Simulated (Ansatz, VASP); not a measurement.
## One calculation of Cr, two programs

```
CELL_PARAMETERS angstrom
2.84863 0.00000 0.00000
0.00000 2.84863 0.00000
0.00000 0.00000 21.69730
ATOMIC_POSITIONS crystal
Cr 0.00000 0.00000 0.36979
Cr 0.50000 0.50000 0.43245
Cr 0.00000 0.00000 0.50000
Cr 0.50000 0.50000 0.56755
Cr 0.00000 0.00000 0.63021
```

Alike in both runs: functional PBE; k mesh 14 × 14 × 1; occupations fermi-dirac, width 0.1 eV; collinear spin.

Ansatz relaxed the structure, and its values are those at the end. VASP's run is a single point on that final structure, the one shown.

|  | VASP | Ansatz |
| --- | --- | --- |
| version | VASP 6.6.1 | Ansatz 0.2.0 |
| potentials or method | VASP PAW PBE potentials, release 64 (Cr_pv), cutoff 520 eV | all-electron LAPW, scalar-relativistic |

Ansatz gave:

| Quantity | Value |
| --- | --- |
| rms of the force components (eV/Å) | 0.002 |
| net moment per atom (μB) | 0.76 |
| size of the moment on the site where the two differ most (μB) | 2.38 |

Which values does VASP return?

rms of the force components (eV/Å): 0.016; net moment per atom (μB): 0.77; size of the moment on the site where the two differ most (μB): 2.50.

Site moments also hang on the region over which each program counts them. Ansatz ran all-electron here, and VASP with PAW potentials. Ansatz's warnings: seeded moment not kept.
